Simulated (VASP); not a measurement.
# Si2C (P-3m1) in VASP: notebook

The runs below take Si2C through relaxation of cell and atoms, single point, with PBE.

All numbers are computed with VASP 6.6.1; they aren't measurements. Logs are shortened: lines on timing, memory, paths and dates and some standing lists are left out, and cuts for length are marked.

### 1 The cell of the first run

The structure is trigonal, space group P-3m1 (No. 164). The conventional cell has a = 2.995 Å, b = 2.995 Å, c = 4.501 Å, α = 90.00°, β = 90.00°, γ = 120.00°. Within 2.7 Å of Si (site symmetry 3m) lie 3 C at 2.07 Å. C (site symmetry -3m) has 6 Si at 2.07 Å within 2.7 Å.

### 2 Relaxation of cell and atoms, PBE

INCAR

```
SYSTEM = Si2C
PREC = Accurate ; ENCUT = 600
EDIFF = 1E-7 ; ISMEAR = 0
SIGMA = 0.1 ; LREAL = .FALSE.
LASPH = .TRUE. ; NELM = 80
ALGO = Normal ; ISIF = 3
LWAVE = .FALSE. ; LCHARG = .FALSE.
GGA = PE ; IBRION = 2
NSW = 90 ; EDIFFG = -0.04
```

KPOINTS

```
Automatic mesh
0
G
  6 6 4
  0 0 0
```

POSCAR

```
Si2C
1.0
    2.9954164100      0.0000000000      0.0000000000
   -1.4977082000      2.5941067000      0.0000000000
    0.0000000000      0.0000000000      4.5012225700
Si C
2 1
Direct
    0.6666666700      0.3333333300      0.2467073100
    0.3333333300      0.6666666700      0.7532926900
    0.0000000000      0.0000000000      0.5000000000
```

Potentials or basis: VASP PAW PBE potentials, release 64 (Si, C).

Command:

```
cat potpaw_PBE.64/Si/POTCAR potpaw_PBE.64/C/POTCAR > POTCAR
mpirun -np 1 vasp_std > vasp.out
```

OUTCAR:

```text
SYSTEM = Si2C
   PREC = Accurate
   ENCUT = 600
   EDIFF = 1E-7
   ISMEAR = 0
   LREAL = .FALSE.
   LASPH = .TRUE.
   NELM = 80
   ISIF = 3
   GGA = PE
   IBRION = 2
   NSW = 90
   EDIFFG = -0.04

 ion  position               nearest neighbor table
   1  0.667  0.333  0.247-   3 2.07   3 2.07   3 2.07   2 2.81   2 2.81   2 2.81   2 2.86   2 2.86
                             2 2.86
   2  0.333  0.667  0.753-   3 2.07   3 2.07   3 2.07   1 2.81   1 2.81   1 2.81   1 2.86   1 2.86
                             1 2.86
   3  0.000  0.000  0.500-   1 2.07   2 2.07   2 2.07   1 2.07   1 2.07   2 2.07

  LATTYP: Found a hexagonal cell.
 ALAT       =     2.9954164100
 C/A-ratio  =     1.5027034488

  Lattice vectors:

 A1 = (   2.9954164100,   0.0000000000,   0.0000000000)
 A2 = (  -1.4977082000,   2.5941067000,   0.0000000000)
 A3 = (   0.0000000000,   0.0000000000,   4.5012225700)

Analysis of symmetry for initial positions (statically):
=====================================================================
 Subroutine PRICEL returns:
 Original cell was already a primitive cell.

 Routine SETGRP: Setting up the symmetry group for a
 hexagonal supercell.

 Subroutine GETGRP returns: Found 12 space group operations
 (whereof 12 operations were pure point group operations)
 out of a pool of 24 trial point group operations.

The static configuration has the point symmetry D_3d.

Analysis of symmetry for dynamics (positions and initial velocities):
=====================================================================
 Subroutine PRICEL returns:
 Original cell was already a primitive cell.

 Routine SETGRP: Setting up the symmetry group for a
 hexagonal supercell.

 Subroutine GETGRP returns: Found 12 space group operations
 (whereof 12 operations were pure point group operations)
 out of a pool of 24 trial point group operations.

The dynamic configuration has the point symmetry D_3d.

 Subroutine INISYM returns: Found 12 space group operations
 (whereof 12 operations are pure point group operations),
 and found     1 'primitive' translations

----------------------------------------------------------------------------------------

                                     Primitive cell

  volume of cell :      34.9764

  direct lattice vectors                    reciprocal lattice vectors
     2.995416410  0.000000000  0.000000000     0.333843400  0.192744577  0.000000000
    -1.497708200  2.594106700  0.000000000     0.000000000  0.385489155  0.000000000
     0.000000000  0.000000000  4.501222570     0.000000000  0.000000000  0.222161865

  length of vectors
     2.995416410  2.995416402  4.501222570     0.385489154  0.385489155  0.222161865

  position of ions in fractional coordinates (direct lattice)
     0.666666670  0.333333330  0.246707310
     0.333333330  0.666666670  0.753292690
     0.000000000  0.000000000  0.500000000

  ion indices of the primitive-cell ions
   primitive index   ion index
                 1           1
                 2           2
                 3           3

----------------------------------------------------------------------------------------

 KPOINTS: Automatic mesh

Automatic generation of k-mesh.
 Grid dimensions read from file:
 generate k-points for:    6    6    4

 Generating k-lattice:

  Cartesian coordinates                     Fractional coordinates (reciprocal lattice)
     0.055640567  0.032124096  0.000000000     0.166666667 -0.000000000  0.000000000
     0.000000000  0.064248193  0.000000000     0.000000000  0.166666667  0.000000000
     0.000000000  0.000000000  0.055540466     0.000000000  0.000000000  0.250000000

  Length of vectors
     0.064248192  0.064248193  0.055540466

  Shift w.r.t. Gamma in fractional coordinates (k-lattice)
     0.000000000  0.000000000  0.000000000

 Subroutine IBZKPT returns following result:
 ===========================================

 Found     24 irreducible k-points:

 Following reciprocal coordinates:
            Coordinates               Weight
  0.000000  0.000000  0.000000      1.000000
  0.166667  0.000000  0.000000      6.000000
  0.333333  0.000000  0.000000      6.000000
  0.500000  0.000000  0.000000      3.000000
  0.166667  0.166667  0.000000      6.000000
  0.333333  0.166667  0.000000     12.000000
[... 16 lines left out ...]
  0.333333  0.166667  0.500000     12.000000
  0.333333  0.333333  0.500000      2.000000
   k-points           NKPTS =     24   k-points in BZ     NKDIM =     24   number of bands    NBANDS=     10
   number of dos      NEDOS =    301   number of ions     NIONS =      3
   total plane-waves  NPLWV =  20736
   dimension x,y,z NGX =    24 NGY =   24 NGZ =   36
   dimension x,y,z NGXF=    48 NGYF=   48 NGZF=   72
   ions per type =               2   1
   NGX,Y,Z   is equivalent  to a cutoff of  13.32, 13.32, 13.30 a.u.
   NGXF,Y,Z  is equivalent  to a cutoff of  26.64, 26.64, 26.59 a.u.
 SYSTEM =  Si2C
   PREC   = accura    normal or accurate (medium, high low for compatibility)
   ISTART =      0    job   : 0-new  1-cont  2-samecut
   ICHARG =      2    charge: 1-file 2-atom 10-const
   ISPIN  =      1    spin polarized calculation?
   LNONCOLLINEAR =      F non collinear calculations
   LSORBIT =      F    spin-orbit coupling
   LASPH  =      T    aspherical Exc in radial PAW
   ENCUT  =  600.0 eV  44.10 Ry    6.64 a.u.   5.98  5.98  8.99*2*pi/ulx,y,z
   NELM   =     80;   NELMIN=  2; NELMDL= -5     # of ELM steps
   EDIFF  = 0.1E-06   stopping-criterion for ELM
   LREAL  =      F    real-space projection
   EDIFFG = -.4E-01   stopping-criterion for IOM
   NSW    =     90    number of steps for IOM
   IBRION =      2    ionic relax: 0-MD 1-quasi-New 2-CG
   NFREE  =      1    steps in history (QN), initial steepest desc. (CG)
   ISIF   =      3    stress and relaxation
   ISYM   =      2    0-nonsym 1-usesym 2-fastsym
   POTIM  = 0.5000    time-step for ionic-motion
   TEBEG  =    0.0;   TEEND  =   0.0 temperature during run
   PSTRESS=    0.0 pullay stress
   NELECT =      12.0000    total number of electrons
   NUPDOWN=      -1.0000    fix difference up-down
   EMIN   =  10.00;   EMAX   =-10.00  energy-range for DOS
   EFERMI =   0.00;   METHOD = LEGACY
   ISMEAR =     0;   SIGMA  =   0.10  broadening in eV -4-tet -1-fermi 0-gaus
   EFERMI_NEDOS =   21; number of points for ismear=-14 and -15
   IALGO  =     38    algorithm
   IMIX   =      4    mixing-type and parameters
     AMIX     =   0.40;   BMIX     =  1.00
     AMIX_MAG =   1.60;   BMIX_MAG =  1.00
  volume/ion in A,a.u.               =      11.66        78.68
  Fermi-wavevector in a.u.,A,eV,Ry     =   1.146067  2.165753 17.870844  1.313470
  Thomas-Fermi vector in A             =   2.282753
   LORBIT       =      0    0 simple, 1 ext, 2 COOP (PROOUT), +10 PAW based schemes
   GGA     = PE    functional components
   LHFCALC =     F    Hartree Fock is set to
   AEXX    =    0.0000 exact exchange contribution
   IVDW    =     0    specifies the selected vdW correction
   LEPSILON=     F    determine dielectric tensor
   LRPA    =     F    only Hartree local field effects (RPA)
 conjugate gradient relaxation of ions
 non-spin polarized calculation
 Gauss-broadening in eV      SIGMA  =   0.10
  energy-cutoff  :      600.00
  volume of cell :       34.98
 maximum number of plane-waves:      1194
   NGX = 11   NGY = 11   NGZ = 17

--------------------------------------- Ionic step        1  -------------------------------------------

 number of electron      12.0000000 magnetization

 Free energy of the ion-electron system (eV)
  ---------------------------------------------------
  ext. energy  EPLUGINS =         0.00000000
  ---------------------------------------------------
  free energy    TOTEN  =       -17.97067585 eV

  energy without entropy =      -17.96007229  energy(sigma->0) =      -17.96537407

------------------------ aborting loop because EDIFF is reached ----------------------------------------

  FORCE on cell =-STRESS in cart. coord.  units (eV):
  Direction    XX          YY          ZZ          XY          YZ          ZX
  --------------------------------------------------------------------------------------
  -------------------------------------------------------------------------------------
  Total       -0.5469522     -0.5469522     -1.1062211     -0.0000000      0.0000000      0.0000000
  in kB      -25.0544221    -25.0544220    -50.6730423     -0.0000000      0.0000000      0.0000000
  external PRESSURE =     -33.5939622 kB  Pullay stress =       0.0000000 kB

 VOLUME and BASIS-vectors are now :
 -----------------------------------------------------------------------------
  energy-cutoff  :      600.00
  volume of cell :       34.98
      direct lattice vectors                 reciprocal lattice vectors
     2.995416410  0.000000000  0.000000000     0.333843400  0.192744577  0.000000000
    -1.497708200  2.594106700  0.000000000     0.000000000  0.385489155  0.000000000
     0.000000000  0.000000000  4.501222570     0.000000000  0.000000000  0.222161865
[... 223 lines left out ...]
 POSITION                                       TOTAL-FORCE (eV/Angst)
 -----------------------------------------------------------------------------------
      1.48097      0.85504      0.95377        -0.000000      0.000000     -0.054004
     -0.00000      1.71007      3.28879         0.000000     -0.000000      0.054004
      0.00000     -0.00000      2.12128        -0.000000     -0.000000      0.000000
 -----------------------------------------------------------------------------------
    total drift:                                0.000000      0.000000     -0.000000

  FREE ENERGIE OF THE ION-ELECTRON SYSTEM (eV)
  ---------------------------------------------------
  free  energy   TOTEN  =       -18.1964840121 eV

  energy  without entropy=      -18.1910846036  energy(sigma->0) =      -18.19378431

--------------------------------------- Ionic step        8  -------------------------------------------

 number of electron      12.0000000 magnetization

 Free energy of the ion-electron system (eV)
  ---------------------------------------------------
  ext. energy  EPLUGINS =         0.00000000
  ---------------------------------------------------
  free energy    TOTEN  =       -18.19676285 eV

  energy without entropy =      -18.19126316  energy(sigma->0) =      -18.19401300

 E-fermi :  11.4144     XC(G=0): -11.8130

 val. band max:       11.3270416921   @ k =   0.3333   0.1667   0.2500
 cond. band min:      11.4756932369   @ k =  -0.1667   0.5000   0.2500
 fundamental gap:      0.1486515448
 Fermi energy:        11.4144468640

 k-point     1 :       0.0000    0.0000    0.0000
  band No.  band energies     occupation
      1      -6.0499      2.00000
      2       2.1337      2.00000
      3       2.1924      2.00000
      4       9.5619      2.00000
      5       9.5619      2.00000
      6      15.1417      0.00000
      7      15.1417      0.00000
      8      15.9065      0.00000
      9      17.7282      0.00000
     10      19.6750      0.00000

 k-point     2 :       0.1667    0.0000    0.0000
  band No.  band energies     occupation
      1      -5.4970      2.00000
      2       2.6261      2.00000
      3       2.7282      2.00000
      4       7.0439      2.00000
      5       8.7249      2.00000
      6      13.0168      0.00000
      7      15.7157      0.00000
      8      15.8849      0.00000
      9      16.7559      0.00000
     10      18.5335      0.00000
[... 306 lines left out ...]
 POSITION                                       TOTAL-FORCE (eV/Angst)
 -----------------------------------------------------------------------------------
      1.48435      0.85699      0.95286         0.000000     -0.000000      0.015558
     -0.00000      1.71398      3.29232        -0.000000      0.000000     -0.015558
      1.48435      2.57098      2.12259         0.000000     -0.000000      0.000000
 -----------------------------------------------------------------------------------
    total drift:                                0.000000     -0.000000      0.000000

  FREE ENERGIE OF THE ION-ELECTRON SYSTEM (eV)
  ---------------------------------------------------
  free  energy   TOTEN  =       -18.1967628509 eV

  energy  without entropy=      -18.1912631569  energy(sigma->0) =      -18.19401300

 reached required accuracy - stopping structural energy minimisation
```

Run time: 35 s. Hardware: 1 thread of AMD EPYC 9R45 (Zen 5), shared host; peak memory 0.12 GiB.

Results:

* Free energy: -18.1968 eV
* Relaxed volume: 10.80 Å³/atom
* Relaxed cell: a = 2.969 Å, b = 2.969 Å, c = 4.245 Å, α = 90.00°, β = 90.00°, γ = 120.00°
* Space group after relaxing (to 0.05 Å): P-3m1 (No. 164)
* Energy gained by relaxing: 75.4 meV/atom
* Ionic steps: 8
* Pressure after relaxing: -0.2 GPa
* Largest force after relaxing: 0.016 eV/Å
* Band gap on the k mesh: zero (band 6 reaches 15.39 eV, above the bottom of band 7 at 9.35 eV)

Forces on the atoms (eV/Å):
```
Si   0.000  0.000  0.016
Si   0.000  0.000 -0.016
C    0.000  0.000  0.000
```

Step by step:
| step | energy change (eV) | largest force (eV/Å) | pressure (GPa) | volume (Å³) |
| --- | --- | --- | --- | --- |
| 1 | 0.0000 | 1.4703 | -3.36 | 34.98 |
| 2 | -0.1595 | 0.1561 | -5.33 | 33.75 |
| 3 | -0.1725 | 0.4603 | -5.10 | 33.29 |
| 4 | -0.1697 | 0.5020 | 7.75 | 30.77 |
| 5 | -0.2166 | 0.4113 | 0.85 | 31.97 |
| 6 | -0.2236 | 0.2832 | 0.48 | 32.37 |
| 7 | -0.2258 | 0.0540 | 0.57 | 32.23 |
| 8 | -0.2261 | 0.0156 | -0.25 | 32.40 |

Final structure:
```yaml
crystal:
  lattice:
    - [2.96871, 0.00000, 0.00000]
    - [-1.48435, 2.57098, 0.00000]
    - [0.00000, 0.00000, 4.24518]
  atoms:
    - { symbol: Si, position: [0.66667, 0.33333, 0.22446] }
    - { symbol: Si, position: [0.33333, 0.66667, 0.77554] }
    - { symbol: C, position: [0.00000, 0.00000, 0.50000] }
```

Caveat: the k points lie up to 0.41 Å⁻¹ apart in the final cell.

### 3 Single point, PBE

This run uses another cell than the first one, of 10.80 Å³/atom, 0.926 times its volume.

INCAR

```
PREC = Accurate
ENCUT = 520
EDIFF = 1E-6
ISMEAR = 0
SIGMA = 0.1
LREAL = F
LASPH = T
NELM = 60
ALGO = Normal
ISIF = 2
LWAVE = F
LCHARG = F
GGA = PE
NBANDS = 13
```

KPOINTS

```
regular mesh
0
Gamma
  18 18 12
```

POSCAR

```
Si2C
1.0
    2.9621686078      0.0000000000      0.0000000000
   -1.4810843039      2.5653132646      0.0000000000
    0.0000000000      0.0000000000      4.2624309583
Si C
2 1
Direct
    0.6666666667      0.3333333333      0.2252397105
    0.3333333333      0.6666666667      0.7747602895
    0.0000000000      0.0000000000      0.5000000000
```

Potentials or basis: VASP PAW PBE potentials, release 64 (Si, C).

Command:

```
cat potpaw_PBE.64/Si/POTCAR potpaw_PBE.64/C/POTCAR > POTCAR
mpirun -np 1 vasp_std > vasp.out
```

Wall time 78 s (1 thread of AMD EPYC 9R45 (Zen 5), shared host); peak memory 0.23 GiB.

The run converged. Its results:

```
Free energy            : -18.2421 eV
Pressure               : 0.0 GPa
Largest force          : 0.003 eV/Å
Band gap on the k mesh : zero (band 6 reaches 15.42 eV, above the bottom of band 7 at 9.31 eV)
```

Forces on the atoms (eV/Å):
```
Si   0.000  0.000  0.003
Si   0.000  0.000 -0.003
C    0.000  0.000  0.000
```

Stress tensor (GPa, compression positive):
```
 0.05  0.00  0.00
 0.00  0.05  0.00
 0.00  0.00 -0.03
```

Levels at points of the mesh, in eV from the Fermi level:
```tsv
k point	band 3	band 4	band 5	band 6	band 7	band 8	band 9	band 10
(0.00, 0.00, 0.00)	-9.32	-1.85	-1.85	3.80	3.80	4.56	6.22	8.34
(0.50, 0.00, 0.00)	-5.82	-4.60	-4.25	-4.21	-2.13	1.34	4.14	5.93
(0.00, 0.00, 0.50)	-2.61	-1.70	-1.70	1.19	5.08	5.26	5.26	5.64
(0.50, 0.00, 0.50)	-8.52	-8.16	-3.92	-0.25	0.99	1.47	5.59	5.77
```

[end of part 1 of 2]
